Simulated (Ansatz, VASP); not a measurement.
**One calculation of Au, two programs**

```xyz
2
Lattice="1.4113 -2.5559 0.0000 1.4113 2.5559 0.0000 0.0000 0.0000 4.8932" Properties=species:S:1:pos:R:3 pbc="T T T"
Au    1.4113   -0.8451    1.2233
Au    1.4113    0.8451    3.6699
```

Alike in both runs: task single point; functional PBE; k mesh 6 × 6 × 4; no spin polarisation.

|  | VASP | Ansatz |
| --- | --- | --- |
| version | VASP 6.6.1 | Ansatz 0.2.0 |
| potentials or method | VASP PAW PBE potentials, release 64 (Au), cutoff 500 eV | scalar-relativistic, plane waves, PAW |
| occupations | fermi-dirac, width 0.25852 eV | fermi-dirac |
| valence electrons in the cell | 22 | 38 |

Ansatz gave:

| Quantity | Value |
| --- | --- |
| gap on the k mesh at the Fermi level (eV) | none |
| pressure (GPa) | 3.7 |
| traceless stress, the component that is largest in VASP (GPa) | -2.35 |
| rms of the force components (eV/Å) | 0.014 |

Task: What did VASP give for the same quantities?

Result: gap on the k mesh at the Fermi level (eV): none; pressure (GPa): 3.5; traceless stress, the component that is largest in VASP (GPa): -2.36; rms of the force components (eV/Å): 0.013.

Atom by atom the forces differ by 0.000 eV/Å (rms over components). A gap of «none» marks a metal or a gap that the smearing closes. VASP's potentials hold 22 valence electrons a cell and Ansatz's 38, so a difference there can come from the potentials and not from the codes.

The k mesh is coarse, so the values compare programs but aren't converged. Neither program's run includes spin-orbit coupling.
